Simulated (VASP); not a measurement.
# Cd (P6_3/mmc) in VASP: single point with BLYP

Aim: the single point of Cd with BLYP.

Everything below comes from runs of VASP 6.6.1. Logs are shortened: lines on timing, memory, paths and dates and some standing lists are left out, and cuts for length are marked.

### 1 The cell of the first run

It takes space group P6_3/mmc (No. 194, hexagonal). Conventional cell: a = 3.340 Å, b = 3.340 Å, c = 10.956 Å, α = 90.00°, β = 90.00°, γ = 120.00°. Within 4.4 Å of Cd (site symmetry -3m) lie 12 Cd at 3.34 to 3.35 Å. Within 4.4 Å of Cd (site symmetry -6m2) lie 12 Cd at 3.34 to 3.35 Å.

### 2 Single point, BLYP

Contents of INCAR:

```
SYSTEM = Cd
PREC = Accurate
ENCUT = 520
EDIFF = 1E-6
ISMEAR = -1
SIGMA = 0.1
LREAL = .False.
LASPH = .True.
NELM = 80
ALGO = Normal
ISIF = 2
LWAVE = .False.
LCHARG = .False.
GGA = B5
ALDAX = 1.0
AGGAX = 1.0
AGGAC = 1.0
ALDAC = 0.0
NBANDS = 32
```

Contents of KPOINTS:

```
regular mesh
0
Gamma
  14 14 4
  0 0 0
```

Contents of POSCAR:

```
Cd
1.0
    3.3401468832      0.0000000000      0.0000000000
   -1.6700734416      2.8926520533      0.0000000000
    0.0000000000      0.0000000000     10.9557839075
Cd
4
Direct
    0.0000000000      1.0000000000      1.0000000000
    0.0000000000      0.0000000000      0.5000000000
    0.3333333333      0.6666666667      0.2500000000
    0.6666666667      0.3333333333      0.7500000000
```

Potentials or basis: VASP PAW PBE potentials, release 64 (Cd).

On the command line:

```
$ cat potpaw_PBE.64/Cd/POTCAR > POTCAR
$ mpirun -np 1 vasp_std > vasp.out
```

OUTCAR:

```text
SYSTEM = Cd
   PREC = Accurate
   ENCUT = 520
   EDIFF = 1E-6
   ISMEAR = -1
   LREAL = .False.
   LASPH = .True.
   NELM = 80
   ISIF = 2
   GGA = B5

 ion  position               nearest neighbor table
   1  0.000  0.000  0.000-   3 3.35   4 3.35   4 3.35   3 3.35   4 3.35   3 3.35
   2  0.000  0.000  0.500-   3 3.35   4 3.35   4 3.35   3 3.35   4 3.35   3 3.35
   3  0.333  0.667  0.250-   1 3.35   2 3.35   1 3.35   2 3.35   1 3.35   2 3.35
   4  0.667  0.333  0.750-   1 3.35   2 3.35   1 3.35   2 3.35   1 3.35   2 3.35

  LATTYP: Found a hexagonal cell.
 ALAT       =     3.3401468832
 C/A-ratio  =     3.2800305767

  Lattice vectors:

 A1 = (   3.3401468832,   0.0000000000,   0.0000000000)
 A2 = (  -1.6700734416,   2.8926520533,   0.0000000000)
 A3 = (   0.0000000000,   0.0000000000,  10.9557839075)

Analysis of symmetry for initial positions (statically):
=====================================================================
 Subroutine PRICEL returns:
 Original cell was already a primitive cell.

 Routine SETGRP: Setting up the symmetry group for a
 hexagonal supercell.

 Subroutine GETGRP returns: Found 24 space group operations
 (whereof 12 operations were pure point group operations)
 out of a pool of 24 trial point group operations.

The static configuration has the point symmetry D_3d.
 The point group associated with its full space group is D_6h.

Analysis of symmetry for dynamics (positions and initial velocities):
=====================================================================
 Subroutine PRICEL returns:
 Original cell was already a primitive cell.

 Routine SETGRP: Setting up the symmetry group for a
 hexagonal supercell.

 Subroutine GETGRP returns: Found 24 space group operations
 (whereof 12 operations were pure point group operations)
 out of a pool of 24 trial point group operations.

The dynamic configuration has the point symmetry D_3d.
 The point group associated with its full space group is D_6h.

 Subroutine INISYM returns: Found 24 space group operations
 (whereof 12 operations are pure point group operations),
 and found     1 'primitive' translations

----------------------------------------------------------------------------------------

                                     Primitive cell

  volume of cell :     105.8535

  direct lattice vectors                    reciprocal lattice vectors
     3.340146883  0.000000000  0.000000000     0.299388031  0.172851761  0.000000000
    -1.670073442  2.892652053  0.000000000     0.000000000  0.345703521  0.000000000
     0.000000000  0.000000000 10.955783908     0.000000000  0.000000000  0.091275988

  length of vectors
     3.340146883  3.340146883 10.955783908     0.345703521  0.345703521  0.091275988

  position of ions in fractional coordinates (direct lattice)
     0.000000000  0.000000000  0.000000000
     0.000000000  0.000000000  0.500000000
     0.333333333  0.666666667  0.250000000
     0.666666667  0.333333333  0.750000000

  ion indices of the primitive-cell ions
   primitive index   ion index
                 1           1
                 2           2
                 3           3
                 4           4

----------------------------------------------------------------------------------------

 KPOINTS: regular mesh

Automatic generation of k-mesh.
 Grid dimensions read from file:
 generate k-points for:   14   14    4

 Generating k-lattice:

  Cartesian coordinates                     Fractional coordinates (reciprocal lattice)
     0.021384859  0.012346554  0.000000000     0.071428571  0.000000000  0.000000000
     0.000000000  0.024693109  0.000000000     0.000000000  0.071428571  0.000000000
     0.000000000  0.000000000  0.022818997     0.000000000  0.000000000  0.250000000

  Length of vectors
     0.024693109  0.024693109  0.022818997

  Shift w.r.t. Gamma in fractional coordinates (k-lattice)
     0.000000000  0.000000000  0.000000000

 Subroutine IBZKPT returns following result:
 ===========================================

 Found     72 irreducible k-points:

 Following reciprocal coordinates:
            Coordinates               Weight
  0.000000  0.000000  0.000000      1.000000
  0.071429 -0.000000  0.000000      6.000000
  0.142857 -0.000000  0.000000      6.000000
  0.214286  0.000000  0.000000      6.000000
  0.285714 -0.000000  0.000000      6.000000
  0.357143  0.000000  0.000000      6.000000
[... 16 lines left out ...]
  0.285714  0.285714  0.000000      6.000000
  0.357143  0.285714  0.000000      6.000000
 [... further k-points ...]
   k-points           NKPTS =     72   k-points in BZ     NKDIM =     72   number of bands    NBANDS=     32
   number of dos      NEDOS =    301   number of ions     NIONS =      4
   total plane-waves  NPLWV =  65856
   dimension x,y,z NGX =    28 NGY =   28 NGZ =   84
   dimension x,y,z NGXF=    56 NGYF=   56 NGZF=  168
   ions per type =               4
   NGX,Y,Z   is equivalent  to a cutoff of  13.94, 13.94, 12.75 a.u.
   NGXF,Y,Z  is equivalent  to a cutoff of  27.87, 27.87, 25.49 a.u.
 SYSTEM =  Cd
   PREC   = accura    normal or accurate (medium, high low for compatibility)
   ISTART =      0    job   : 0-new  1-cont  2-samecut
   ICHARG =      2    charge: 1-file 2-atom 10-const
   ISPIN  =      1    spin polarized calculation?
   LNONCOLLINEAR =      F non collinear calculations
   LSORBIT =      F    spin-orbit coupling
   LASPH  =      T    aspherical Exc in radial PAW
   ENCUT  =  520.0 eV  38.22 Ry    6.18 a.u.   6.21  6.21 20.37*2*pi/ulx,y,z
   NELM   =     80;   NELMIN=  2; NELMDL= -5     # of ELM steps
   EDIFF  = 0.1E-05   stopping-criterion for ELM
   LREAL  =      F    real-space projection
[... 7 lines left out ...]
   TEBEG  =    0.0;   TEEND  =   0.0 temperature during run
   PSTRESS=    0.0 pullay stress
   NELECT =      48.0000    total number of electrons
   NUPDOWN=      -1.0000    fix difference up-down
   EMIN   =  10.00;   EMAX   =-10.00  energy-range for DOS
   EFERMI =   0.00;   METHOD = LEGACY
   ISMEAR =    -1;   SIGMA  =   0.10  broadening in eV -4-tet -1-fermi 0-gaus
   EFERMI_NEDOS =   21; number of points for ismear=-14 and -15
   IALGO  =     38    algorithm
   IMIX   =      4    mixing-type and parameters
     AMIX     =   0.40;   BMIX     =  1.00
     AMIX_MAG =   1.60;   BMIX_MAG =  1.00
  volume/ion in A,a.u.               =      26.46       178.58
  Fermi-wavevector in a.u.,A,eV,Ry     =   1.257728  2.376762 21.522791  1.581881
  Thomas-Fermi vector in A             =   2.391373
   LORBIT       =      0    0 simple, 1 ext, 2 COOP (PROOUT), +10 PAW based schemes
   GGA     = B5    functional components
   LHFCALC =     F    Hartree Fock is set to
   AEXX    =    0.0000 exact exchange contribution
   IVDW    =     0    specifies the selected vdW correction
   LEPSILON=     F    determine dielectric tensor
   LRPA    =     F    only Hartree local field effects (RPA)
 non-spin polarized calculation
  energy-cutoff  :      520.00
  volume of cell :      105.85
 maximum number of plane-waves:      2896
 NGX is ok and might be reduce to    28
   NGX = 13   NGY = 13   NGZ = 41

 number of electron      48.0000006 magnetization

 Free energy of the ion-electron system (eV)
  ---------------------------------------------------
  ext. energy  EPLUGINS =         0.00000000
  ---------------------------------------------------
  free energy    TOTEN  =        -0.49083166 eV

  energy without entropy =       -0.43658487  energy(sigma->0) =       -0.46370826

 E-fermi :   2.0171     XC(G=0):  -9.4549

 val. band max:        1.9877833981   @ k =   0.2857   0.0714   0.0000
 cond. band min:       2.0332690201   @ k =   0.3571   0.0714   0.2500
 fundamental gap:      0.0454856220
 Fermi energy:         2.0171425561

 k-point     1 :       0.0000    0.0000    0.0000
  band No.  band energies     occupation
      1      -7.0134      2.00000
      2      -6.8744      2.00000
      3      -6.8603      2.00000
      4      -6.7603      2.00000
      5      -6.7502      2.00000
      6      -6.7502      2.00000
[... 24 lines left out ...]
     31      13.6360      0.00000
     32      13.7740      0.00000

 k-point     2 :       0.0714   -0.0000    0.0000
  band No.  band energies     occupation
      1      -6.9911      2.00000
      2      -6.8654      2.00000
      3      -6.8446      2.00000
      4      -6.7598      2.00000
      5      -6.7584      2.00000
      6      -6.7486      2.00000
[... 24 lines left out ...]
     31      12.6920      0.00000
     32      13.3276      0.00000

 k-point     3 :       0.1429   -0.0000    0.0000
  band No.  band energies     occupation
      1      -6.9491      2.00000
      2      -6.8627      2.00000
      3      -6.8291      2.00000
      4      -6.7724      2.00000
      5      -6.7611      2.00000
      6      -6.7570      2.00000
[... 24 lines left out ...]
     31      11.0959      0.00000
     32      12.5257      0.00000

 k-point     4 :       0.2143    0.0000    0.0000
  band No.  band energies     occupation
      1      -6.9642      2.00000
      2      -6.8877      2.00000
      3      -6.8582      2.00000
      4      -6.7937      2.00000
      5      -6.7878      2.00000
      6      -6.7256      2.00000
[... 24 lines left out ...]
     31      10.1250      0.00000
     32      11.6629      0.00000

 k-point     5 :       0.2857   -0.0000    0.0000
  band No.  band energies     occupation
      1      -7.0226      2.00000
      2      -6.9366      2.00000
      3      -6.9070      2.00000
      4      -6.8794      2.00000
      5      -6.8564      2.00000
      6      -6.7241      2.00000
[... 584 lines left out ...]
     31       6.1429      0.00000
     32       7.8547      0.00000

 k-point    22 :       0.3571    0.2143    0.0000
  band No.  band energies     occupation
      1      -6.9901      2.00000
      2      -6.9574      2.00000
      3      -6.8867      2.00000
      4      -6.8701      2.00000
      5      -6.8125      2.00000
      6      -6.7922      2.00000
[... 24 lines left out ...]
     31       6.1517      0.00000
     32       6.3248      0.00000

 k-point    23 :       0.2857    0.2857    0.0000
  band No.  band energies     occupation
      1      -6.9457      2.00000
      2      -6.9143      2.00000
      3      -6.9100      2.00000
      4      -6.8251      2.00000
      5      -6.8024      2.00000
      6      -6.7660      2.00000
[... 24 lines left out ...]
     31       6.1057      0.00000
     32       7.4735      0.00000

 k-point    24 :       0.3571    0.2857    0.0000
  band No.  band energies     occupation
      1      -6.9428      2.00000
      2      -6.8947      2.00000
      3      -6.8870      2.00000
      4      -6.8712      2.00000
      5      -6.8021      2.00000
      6      -6.7834      2.00000
[... 24 lines left out ...]
     31       6.0526      0.00000
     32       6.7459      0.00000

 [... further k-points ...]

------------------------ aborting loop because EDIFF is reached ----------------------------------------

  FORCE on cell =-STRESS in cart. coord.  units (eV):
  Direction    XX          YY          ZZ          XY          YZ          ZX
  --------------------------------------------------------------------------------------
  -------------------------------------------------------------------------------------
  Total        0.1419692      0.1419692      0.2058884      0.0000000     -0.0000000      0.0000000
  in kB        2.1488170      2.1488170      3.1162850      0.0000000     -0.0000000      0.0000000
  external PRESSURE =       2.4713064 kB  Pullay stress =       0.0000000 kB

 VOLUME and BASIS-vectors are now :
 -----------------------------------------------------------------------------
  energy-cutoff  :      520.00
  volume of cell :      105.85
      direct lattice vectors                 reciprocal lattice vectors
     3.340146883  0.000000000  0.000000000     0.299388031  0.172851761  0.000000000
    -1.670073442  2.892652053  0.000000000     0.000000000  0.345703521  0.000000000
     0.000000000  0.000000000 10.955783908     0.000000000  0.000000000  0.091275988

 POSITION                                       TOTAL-FORCE (eV/Angst)
 -----------------------------------------------------------------------------------
      0.00000      0.00000      0.00000        -0.000000     -0.000000      0.000000
      0.00000      0.00000      5.47789        -0.000000     -0.000000      0.000000
     -0.00000      1.92843      2.73895         0.000000      0.000000      0.000000
      1.67007      0.96422      8.21684        -0.000000      0.000000     -0.000000
 -----------------------------------------------------------------------------------
    total drift:                                0.000000     -0.000000      0.000000

  FREE ENERGIE OF THE ION-ELECTRON SYSTEM (eV)
  ---------------------------------------------------
  free  energy   TOTEN  =        -0.4908316618 eV

  energy  without entropy=       -0.4365848660  energy(sigma->0) =       -0.46370826
```

Run time: 3.9 min. Hardware: 1 thread of Intel Xeon Platinum 8259CL at 2.50GHz (Skylake/Cascade Lake), shared host; peak memory 0.35 GiB.

What came out:

| Quantity | Value |
| --- | --- |
| Free energy | -0.4908 eV |
| Pressure | 0.2 GPa |
| Band gap on the k mesh | zero (bands 24 and 25 overlap by 2.14 eV) |

Stress tensor (GPa, compression positive):
```
0.21 0.00 0.00
0.00 0.21 0.00
0.00 0.00 0.31
```

Caveat: the PAW data sets were made with another functional, which shifts forces and pressure a little.
